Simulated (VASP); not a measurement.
A run of VASP 6.6.1 is set up as follows.

File INCAR:

```
SYSTEM = FeSi
  PREC = Accurate
  ENCUT = 520
  EDIFF = 1E-6
  ISMEAR = 0
  SIGMA = 0.01
  LREAL = .FALSE.
  LASPH = .TRUE.
  NELM = 100
  ALGO = Normal
  ISIF = 2
  LWAVE = .FALSE.
  LCHARG = .FALSE.
  GGA = PS
  NBANDS = 34
```

File KPOINTS:

```
regular mesh
0
G
  8 8 8
  0 0 0
```

The input POSCAR:

```
FeSi
1.0
    4.3133897908      0.0000000000      0.0000000000
    0.0000000000      4.3133897908      0.0000000000
    0.0000000000      0.0000000000      4.3133897908
Fe Si
4 4
Direct
    0.1392022911      0.1392022911      0.1392022911
    0.3607977089      0.8607977089      0.6392022911
    0.6392022911      0.3607977089      0.8607977089
    0.8607977089      0.6392022911      0.3607977089
    0.8420640831      0.8420640831      0.8420640831
    0.6579359169      0.1579359169      0.3420640831
    0.3420640831      0.6579359169      0.1579359169
    0.1579359169      0.3420640831      0.6579359169
```

Potentials or basis: VASP PAW PBE potentials, release 64 (Fe, Si).

The run is started by

```bash
$ cat potpaw_PBE.64/Fe/POTCAR potpaw_PBE.64/Si/POTCAR > POTCAR
$ mpirun -np 1 vasp_std > vasp.out
```

Task: What does it give for the largest force?

Result: 0.051 eV/Å.

Task: What does it give for the band gap on the k mesh?

Result: 0.14 eV, indirect (least direct gap 0.17 eV).

Forces on the atoms (eV/Å):
```
Fe   0.030  0.030  0.030
Fe  -0.030 -0.030  0.030
Fe   0.030 -0.030 -0.030
Fe  -0.030  0.030 -0.030
Si   0.002  0.002  0.002
Si  -0.002 -0.002  0.002
Si   0.002 -0.002 -0.002
Si  -0.002  0.002 -0.002
```

Caveat: the PAW data sets were made with another functional, which shifts forces and pressure a little. A k mesh can miss the band edges.
